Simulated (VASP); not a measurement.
Sc7As: relaxation of cell and atoms with PBE

The system is Sc7As.

```
CELL_PARAMETERS angstrom
4.38000 0.00000 0.00000
0.00000 4.38000 0.00000
0.00000 0.00000 8.75000
ATOMIC_POSITIONS crystal
Sc 0.00000 0.50000 0.75000
Sc 0.00000 0.00000 0.50000
Sc 0.50000 0.50000 0.00000
Sc 0.50000 0.50000 0.50000
Sc 0.50000 0.00000 0.75000
Sc 0.00000 0.50000 0.25000
Sc 0.50000 0.00000 0.25000
As 0.00000 0.00000 0.00000
```

```json
{
 "Program": "VASP 6.6.1",
 "Task": "relaxation of cell and atoms",
 "Functional": "PBE",
 "Potentials or basis": "VASP PAW PBE potentials, release 64 (Sc_sv, As)",
 "Cutoff": "600 eV",
 "k mesh": "4 × 4 × 2",
 "Occupations": "gaussian, width 0.2 eV",
 "Spin": "no spin polarisation",
 "Dipole correction": "no",
 "Further INCAR settings": "ALGO = Fast; EDIFF = 1e-06; IBRION = 2; EDIFFG = -0.08; NSW = 36; ISIF = 3"
}
```

- Relaxed volume: 22.59 Å³/atom
- Relaxed cell: a = 4.409 Å, b = 4.409 Å, c = 9.296 Å, α = 90.00°, β = 90.00°, γ = 90.00°
- Space group after relaxing (to 0.1 Å): P4/mmm (No. 123)
- Energy gained by relaxing: 42.8 meV/atom
- Ionic steps: 5
- Pressure after relaxing: 0.0 GPa
- Largest force after relaxing: 0.075 eV/Å
- Band gap on the k mesh: zero (bands 41 and 42 overlap by 0.66 eV)

Forces on the atoms (eV/Å):
```
Sc   0.000  0.000  0.075
Sc   0.000  0.000  0.000
Sc   0.000  0.000  0.000
Sc   0.000  0.000  0.000
Sc   0.000  0.000  0.075
Sc   0.000  0.000 -0.075
Sc   0.000  0.000 -0.075
As   0.000  0.000  0.000
```

Step by step:
```csv
step,energy change (eV),largest force (eV/Å),pressure (GPa),volume (Å³)
1,0.0000,0.5626,5.16,167.86
2,-0.2658,0.3012,-1.10,184.81
3,-0.2693,0.3260,-0.51,182.91
4,-0.3059,0.2446,-0.36,182.19
5,-0.3421,0.0748,0.04,180.69
```

Final structure:
```xyz
8
Lattice="4.4088 0.0000 0.0000 0.0000 4.4088 0.0000 0.0000 0.0000 9.2959" Properties=species:S:1:pos:R:3 pbc="T T T"
Sc    0.0000    2.2044    7.0502
Sc    0.0000    0.0000    4.6479
Sc    2.2044    2.2044    0.0000
Sc    2.2044    2.2044    4.6479
Sc    2.2044    0.0000    7.0502
Sc    4.4088    2.2044    2.2457
Sc    2.2044    4.4088    2.2457
As    0.0000    0.0000    0.0000
```

Levels at points of the mesh, in eV from the Fermi level:
```csv
k point,band 36,band 37,band 38,band 39,band 40,band 41,band 42,band 43,band 44,band 45
"(0.00, 0.00, 0.00)",-1.51,-1.49,-0.68,-0.68,-0.58,-0.50,0.06,0.06,0.49,0.49
"(0.50, 0.00, 0.00)",-1.11,-0.77,-0.47,0.00,0.16,0.39,0.41,0.41,0.43,0.44
"(0.50, 0.50, 0.00)",-1.75,-1.59,-0.69,-0.69,0.00,0.08,0.32,0.37,0.37,0.52
"(0.00, 0.00, 0.50)",-1.40,-1.26,-0.87,-0.43,-0.32,-0.32,-0.26,-0.19,-0.19,-0.14
"(0.50, 0.00, 0.50)",-1.32,-0.73,-0.33,-0.21,0.02,0.31,0.36,0.38,0.40,0.42
"(0.50, 0.50, 0.50)",-1.62,-1.62,-0.96,-0.96,0.04,0.06,0.10,0.28,0.28,0.86
```

Wall time 7.2 min on 1 thread of Intel(R) Xeon(R) 6975P-C (Granite Rapids) (shared host), peak memory 0.36 GiB.

Caveat: the relaxation stopped at a loose force limit of 0.08 eV/Å, so its end isn't a converged minimum.
